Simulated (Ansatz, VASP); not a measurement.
CaSe in VASP and in Ansatz

The input INCAR:

```
PREC = Accurate
ENCUT = 520
EDIFF = 1E-6
ISMEAR = 0
SIGMA = 0.01
LREAL = False
LASPH = True
NELM = 80
ALGO = Normal
ISIF = 2
LWAVE = False
LCHARG = False
NBANDS = 15
```

KPOINTS

```
regular mesh
0
Gamma
  8 8 8
```

The input POSCAR:

```
CaSe
1.0
    3.6347849047      0.0000000000      0.0000000000
    0.0000000000      3.6347849047      0.0000000000
    0.0000000000      0.0000000000      3.6347849047
Ca Se
1 1
Direct
    0.0000000000      0.0000000000      0.0000000000
    0.5000000000      0.5000000000      0.5000000000
```

Input for Ansatz:

```yaml
crystal:
  lattice:
    - [3.6347849047, 0.0, 0.0]
    - [0.0, 3.6347849047, 0.0]
    - [0.0, 0.0, 3.6347849047]
  atoms:
    - { symbol: Ca, position: [0.0, 0.0, 0.0] }
    - { symbol: Se, position: [0.5, 0.5, 0.5] }
kpoints:
  mp_grid: { grid: [8, 8, 8] }
  band_path:
    path:
      - [0.0, 0.0, 0.0]
      - [0.0, 0.5, 0.0]
      - [0.5, 0.5, 0.0]
      - [0.5, 0.5, 0.5]
      - [0.0, 0.5, 0.5]
    npoints: 1
hamiltonian:
  xc: lda
scf:
  occupations: { method: fixed }
  n_extra_bands: 4
output:
  forces: true
  stress: true
  eigenvalues: true
```

Alike in both runs: task single point; functional LDA; k mesh 8 × 8 × 8; no spin polarisation.

|  | VASP | Ansatz |
| --- | --- | --- |
| version | VASP 6.6.1 | Ansatz 0.2.0 |
| potentials or method | VASP PAW LDA potentials, release 64 (Ca_sv, Se) | plane waves, PAW |
| plane-wave cutoff (eV) | 520 | 420 |
| occupations | gaussian, width 0.01 eV | fixed |
| valence electrons in the cell | 16 | 26 |

|  | VASP | Ansatz | Ansatz less VASP |
| --- | --- | --- | --- |
| gap on the k mesh at the Fermi level (eV) | 0.61 | 0.62 | +0.008 |
| pressure (GPa) | -3.7 | -3.9 | -0.22 |

LDA's correlation is that of Perdew and Zunger in VASP and of Perdew and Wang (1992) in Ansatz. VASP's potentials hold 16 valence electrons a cell and Ansatz's 26, so a difference there can come from the potentials and not from the codes.
